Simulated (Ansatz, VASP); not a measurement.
One calculation of LiF, two programs

File POSCAR:

```
LiF
1.0
    2.6616981819      0.0000000000      0.0000000000
    0.0000000000      2.6616981819      0.0000000000
    0.0000000000      0.0000000000      2.5502268064
Li F
1 1
Direct
    0.0000000000      0.0000000000      0.0000000000
    0.5000000000      0.5000000000      0.5000000000
```

The input INCAR.step1:

```
PREC = Accurate ; ENCUT = 520
ISMEAR = 0 ; SIGMA = 0.01
LREAL = F ; LASPH = T
NELM = 60 ; NBANDS = 12
GGA = PE ; ALGO = Normal
EDIFF = 1E-4 ; LWAVE = T
LCHARG = F
```

File INCAR.step2:

```
PREC = Accurate ; ENCUT = 520
EDIFF = 1E-7 ; ISMEAR = 0
SIGMA = 0.01 ; LREAL = F
LASPH = T ; NELM = 60
ALGO = Normal ; ISIF = 2
LWAVE = F ; LCHARG = F
METAGGA = R2SCAN ; LMIXTAU = T
NBANDS = 12 ; ISTART = 1
```

The input KPOINTS:

```
regular mesh
0
Gamma
  10 10 10
```

Input for Ansatz:

```yaml
crystal:
  lattice:
    - [2.6616981819, 0.0, 0.0]
    - [0.0, 2.6616981819, 0.0]
    - [0.0, 0.0, 2.5502268064]
  atoms:
    - { symbol: Li, position: [0.0, 0.0, 0.0] }
    - { symbol: F, position: [0.5, 0.5, 0.5] }
kpoints:
  mp_grid: { grid: [10, 10, 10] }
  band_path:
    path: [[0.0, 0.0, 0.0], [0.0, 0.5, 0.0], [0.5, 0.5, 0.0], [0.5, 0.5, 0.5]]
    npoints: 1
hamiltonian:
  xc: r2scan
scf:
  occupations: { method: fixed }
  n_extra_bands: 4
output:
  forces: true
  stress: true
  eigenvalues: true
```

Change from the starting cell: epitaxial_xy strain +5.8%.

Alike in both runs: task single point; functional r2SCAN; k mesh 10 × 10 × 10; no spin polarisation.

|  | VASP | Ansatz |
| --- | --- | --- |
| version | VASP 6.6.1 | Ansatz 0.2.0 |
| potentials or method | VASP PAW PBE potentials, release 64 (Li_sv, F) | plane waves, PAW |
| plane-wave cutoff (eV) | 520 | 500 |
| occupations | gaussian, width 0.01 eV | fixed |
| valence electrons in the cell | 10 | 10 |

|  | VASP | Ansatz | Ansatz less VASP |
| --- | --- | --- | --- |
| gap on the k mesh at the Fermi level (eV) | 7.81 | 7.65 | -0.158 |

VASP's potentials were made for PBE, not for r2SCAN.

Noted on VASP's run: the cutoff is short for stress, so the pressure is rough.
